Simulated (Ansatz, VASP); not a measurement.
Two plane-wave programs on B

Contents of POSCAR:

```
B
1.0
    3.0060898403      0.0000000000      0.0000000000
   -1.5030449202      2.6033501678      0.0000000000
    0.0000000000      0.0000000000      1.9348398226
B
2
Direct
    0.3333333333      0.6666666667      0.0000000000
    0.6666666667      0.3333333333      0.0000000000
```

Contents of INCAR.step1:

```
SYSTEM = B
  ALGO = Normal
  EDIFF = 1E-4
  ENCUT = 600
  GGA = PE
  ISMEAR = 0
  LASPH = .TRUE.
  LCHARG = .FALSE.
  LREAL = .FALSE.
  LWAVE = .TRUE.
  NELM = 80
  PREC = Accurate
  SIGMA = 0.1
```

File INCAR.step2:

```
SYSTEM = B
  ALGO = Normal
  EDIFF = 1E-6
  EDIFFG = -0.01
  ENCUT = 600
  IBRION = 2
  ISIF = 3
  ISMEAR = 0
  ISTART = 1
  LASPH = .TRUE.
  LCHARG = .FALSE.
  LMIXTAU = .TRUE.
  LREAL = .FALSE.
  LWAVE = .FALSE.
  METAGGA = R2SCAN
  NELM = 80
  NSW = 100
  PREC = Accurate
  SIGMA = 0.1
```

File KPOINTS:

```
k-points
0
G
  21 21 28
  0 0 0
```

Input for Ansatz:

```yaml
crystal:
  lattice:
    - [3.0060898403, 0.0, 0.0]
    - [-1.5030449202, 2.6033501678, 0.0]
    - [0.0, 0.0, 1.9348398226]
  atoms:
    - { symbol: B, position: [0.3333333333, 0.6666666667, 0.0] }
    - { symbol: B, position: [0.6666666667, 0.3333333333, 0.0] }
basis:
  ecutwfc: 500
kpoints:
  mp_grid: { grid: [21, 21, 28] }
hamiltonian:
  xc: r2scan
scf:
  occupations: { method: gaussian, width: 0.1 }
output:
  forces: true
  stress: true
  eigenvalues: true
relax:
  adjacent_minimum: "off"
  f_tol: 0.01
  max_steps: 80
  cell: { stress_tol: 0.05 }
```

Alike in both runs: task relaxation of cell and atoms; functional r2SCAN; k mesh 21 × 21 × 28; occupations gaussian, width 0.1 eV; no spin polarisation.

|  | VASP | Ansatz |
| --- | --- | --- |
| version | VASP 6.6.1 | Ansatz 0.2.0 |
| potentials or method | VASP PAW PBE potentials, release 64 (B), cutoff 600 eV | scalar-relativistic, plane waves, PAW |
| valence electrons in the cell | 6 | 6 |

Ansatz gave:

| Property | Result |
| --- | --- |
| gap on the k mesh at the Fermi level, each at its own relaxed structure (eV) | none |
| relaxed volume (Å³/atom) | 7.61 |
| relaxed length of the cell vector where the two differ most in proportion (Å) | 1.947 |

Task: Which values does VASP return?

Result: gap on the k mesh at the Fermi level, each at its own relaxed structure (eV): none; relaxed volume (Å³/atom): 7.61; relaxed length of the cell vector where the two differ most in proportion (Å): 1.948.

VASP's potentials were made for PBE, not for r2SCAN. A gap of «none» marks a metal or a gap that the smearing closes.
